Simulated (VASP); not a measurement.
Wanted: the native input for a VASP 6.6.1 run.

* Task: single point
* Functional: PBEsol
* Potentials or basis: VASP PAW PBE potentials, release 64 (Hf_pv)
* Cutoff: 520 eV
* k mesh: 11 × 11 × 11
* Occupations: fermi-dirac, width 0.136057 eV
* Spin: no spin polarisation
* Dipole correction: no
* Further INCAR settings: ALGO = Normal; EDIFF = 1e-06; NBANDS = 11

The structure of Hf lies in POSCAR:

```
Hf
1.0
    2.8749325756      0.0000000000      0.0000000000
    0.0000000000      2.8749325756      0.0000000000
    0.0000000000      0.0000000000      2.8749325756
Hf
1
Direct
    0.0000000000      0.0000000000      0.0000000000
```

One way to write it, as run:

INCAR

```
SYSTEM = Hf
PREC = Accurate
ENCUT = 520
EDIFF = 1E-6
ISMEAR = -1
SIGMA = 0.13605693000000002
LREAL = .FALSE.
LASPH = .TRUE.
NELM = 100
ALGO = Normal
ISIF = 2
LWAVE = .FALSE.
LCHARG = .FALSE.
GGA = PS
NBANDS = 11
```

KPOINTS

```
regular mesh
0
G
  11 11 11
  0 0 0
```

Potentials or basis: VASP PAW PBE potentials, release 64 (Hf_pv).

Launch:

```bash
$ cat potpaw_PBE.64/Hf_pv/POTCAR > POTCAR
$ mpirun -np 1 vasp_std > vasp.out
```

It gave:

- Pressure: -0.8 GPa
- Band gap on the k mesh: zero (band 5 reaches 4.79 eV, above the bottom of band 6 at 2.40 eV)

Caveat: the PAW data sets were made with another functional, which shifts forces and pressure a little; spin-orbit coupling is left out, which moves the levels of the heavy elements.

Run time: 5.2 s on 1 thread of Intel Xeon 6975P-C, with other jobs on the host, peak memory 0.15 GiB.
